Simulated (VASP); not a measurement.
Here is a VASP 6.6.1 calculation.

File INCAR:

```
SYSTEM = Ir
PREC = Accurate
ENCUT = 520
EDIFF = 1E-6
ISMEAR = 0
SIGMA = 0.15
LREAL = .FALSE.
LASPH = .TRUE.
NELM = 80
ALGO = Fast
ISIF = 2
LWAVE = .FALSE.
LCHARG = .TRUE.
GGA = PE
LELF = .TRUE.
LVHAR = .TRUE.
NBANDS = 10
```

The input KPOINTS:

```
Automatic mesh
0
G
  22 22 22
  0 0 0
```

The input POSCAR:

```
Ir
1.0
    0.0000000000      1.9197000000      1.8477112500
    1.9197000000      0.0000000000      1.8477112500
    1.9197000000      1.9197000000      0.0000000000
Ir
1
Direct
    0.0000000000      0.0000000000      0.0000000000
```

Potentials or basis: VASP PAW PBE potentials, release 64 (Ir).

Run with:

```console
$ cat potpaw_PBE.64/Ir/POTCAR > POTCAR
$ mpirun -np 1 vasp_std > vasp.out
```

Question: What does it give for the band gap on the k mesh?

Answer: Zero (an odd number of electrons rules out a gap without spin polarisation).

Question: Predict the pressure.

Answer: 26.7 GPa.

Stress tensor (GPa, compression positive):
```
21.57  0.00  0.00
 0.00 21.57  0.00
 0.00  0.00 37.01
```

Caveat: the cell differs from its parent crystal (strain -0.0375 x Voigt [0, 0, 1, 0, 0, 0]); the stress differs along the axes, from 22 to 37 GPa; spin-orbit coupling is left out, which moves the levels of the heavy elements.
